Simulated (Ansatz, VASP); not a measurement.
## Two plane-wave programs on Rb

INCAR

```
SYSTEM = Rb
  PREC = Accurate
  ENCUT = 520
  EDIFF = 1E-6
  ISMEAR = 0
  SIGMA = 0.15
  LREAL = .FALSE.
  LASPH = .TRUE.
  NELM = 80
  ALGO = Fast
  ISIF = 2
  LWAVE = .FALSE.
  LCHARG = .FALSE.
  GGA = CA
  NBANDS = 10
```

KPOINTS

```
Automatic mesh
0
G
  14 14 14
  0 0 0
```

File POSCAR:

```
Rb
1.0
   -2.8316338338      2.8316338338      2.4386030577
    2.8316338338     -2.8316338338      2.4386030577
    2.8316338338      2.8316338338     -2.4386030577
Rb
1
Direct
    0.0000000000      0.0000000000      0.0000000000
```

Input for Ansatz:

```yaml
crystal:
  lattice:
    - [-2.8316338338, 2.8316338338, 2.4386030577]
    - [2.8316338338, -2.8316338338, 2.4386030577]
    - [2.8316338338, 2.8316338338, -2.4386030577]
  atoms:
    - { symbol: Rb, position: [0.0, 0.0, 0.0] }
basis:
  ecutwfc: 420
kpoints:
  mp_grid: { grid: [14, 14, 14] }
hamiltonian:
  xc: lda
scf:
  occupations: { method: gaussian, width: 0.15 }
output:
  forces: true
  stress: true
  eigenvalues: true
```

Alike in both runs: task single point; functional LDA; k mesh 14 × 14 × 14; occupations gaussian, width 0.15 eV; no spin polarisation.

|  | VASP | Ansatz |
| --- | --- | --- |
| version | VASP 6.6.1 | Ansatz 0.2.0 |
| potentials or method | VASP PAW LDA potentials, release 64 (Rb_sv), cutoff 520 eV | scalar-relativistic, plane waves, PAW |
| valence electrons in the cell | 9 | 9 |

```csv
,VASP,Ansatz,Ansatz less VASP
gap on the k mesh at the Fermi level (eV),none,none,-
pressure (GPa),0.0,0.0,0.00
"traceless stress, the component that is largest in VASP (GPa)",0.13,0.13,-0.001
```

LDA's correlation is that of Perdew and Zunger in VASP and of Perdew and Wang (1992) in Ansatz. A gap of «none» marks a metal or a gap that the smearing closes.
